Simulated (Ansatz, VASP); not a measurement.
**SiB4Mo in VASP and in Ansatz**

INCAR

```
SYSTEM = SiB4Mo
PREC = Accurate
ENCUT = 600
EDIFF = 1E-7
ISMEAR = 0
SIGMA = 0.1
LREAL = .FALSE.
LASPH = .TRUE.
NELM = 60
ALGO = Normal
ISIF = 3
LWAVE = .FALSE.
LCHARG = .FALSE.
GGA = PE
IBRION = 2
NSW = 90
EDIFFG = -0.04
```

Contents of KPOINTS:

```
Automatic mesh
0
G
  4 4 6
  0 0 0
```

File POSCAR:

```
SiB4Mo
1.0
    2.2483986500     -3.9839632400      0.0000000000
    2.2483986500      3.9839632400      0.0000000000
    0.0000000000      0.0000000000      3.6511018600
Si B Mo
1 4 1
Direct
    0.0000000000      0.0000000000      0.5000000000
    0.1761489700      0.8238510300      0.0000000000
    0.8238510300      0.1761489700      0.0000000000
    0.0000000000      0.5000000000      0.5000000000
    0.5000000000      0.0000000000      0.5000000000
    0.5000000000      0.5000000000      0.0000000000
```

Input for Ansatz:

```yaml
crystal:
  lattice:
    - [2.24839865, -3.98396324, 0.0]
    - [2.24839865, 3.98396324, 0.0]
    - [0.0, 0.0, 3.65110186]
  atoms:
    - { symbol: Si, position: [0.0, 0.0, 0.5] }
    - { symbol: B, position: [0.17614897, 0.82385103, 0.0] }
    - { symbol: B, position: [0.82385103, 0.17614897, 0.0] }
    - { symbol: B, position: [0.0, 0.5, 0.5] }
    - { symbol: B, position: [0.5, 0.0, 0.5] }
    - { symbol: Mo, position: [0.5, 0.5, 0.0] }
basis:
  ecutwfc: 420
kpoints:
  mp_grid: { grid: [4, 4, 6] }
hamiltonian:
  xc: pbe
scf:
  occupations: { method: gaussian, width: 0.1 }
  lower_state_search: "off"
output:
  forces: true
  stress: true
  eigenvalues: true
relax:
  adjacent_minimum: "off"
  f_tol: 0.04
  max_steps: 70
  cell: { stress_tol: 0.4 }
```

Change from the starting cell: species swapped into the NdCuNi4 type (Cmmm, No. 65).

Alike in both runs: task relaxation of cell and atoms; functional PBE; k mesh 4 × 4 × 6; occupations gaussian, width 0.1 eV; no spin polarisation.

|  | VASP | Ansatz |
| --- | --- | --- |
| version | VASP 6.6.1 | Ansatz 0.2.0 |
| potentials or method | VASP PAW PBE potentials, release 64 (Si, B, Mo_sv), cutoff 600 eV | scalar-relativistic, plane waves, PAW |
| valence electrons in the cell | 30 | 30 |

```csv
,VASP,Ansatz,Ansatz less VASP
"gap on the k mesh at the Fermi level, each at its own relaxed structure (eV)",none,none,-
relaxed volume (Å³/atom),8.47,8.48,+0.010
relaxed length of the cell vector where the two differ most in proportion (Å),4.533,4.534,+0.0013
```

A gap of «none» marks a metal or a gap that the smearing closes.

The k mesh is coarse, so the values compare programs but aren't converged. Noted on VASP's run: the volume moved by over 15 % at a fixed basis, so the end points are rough.
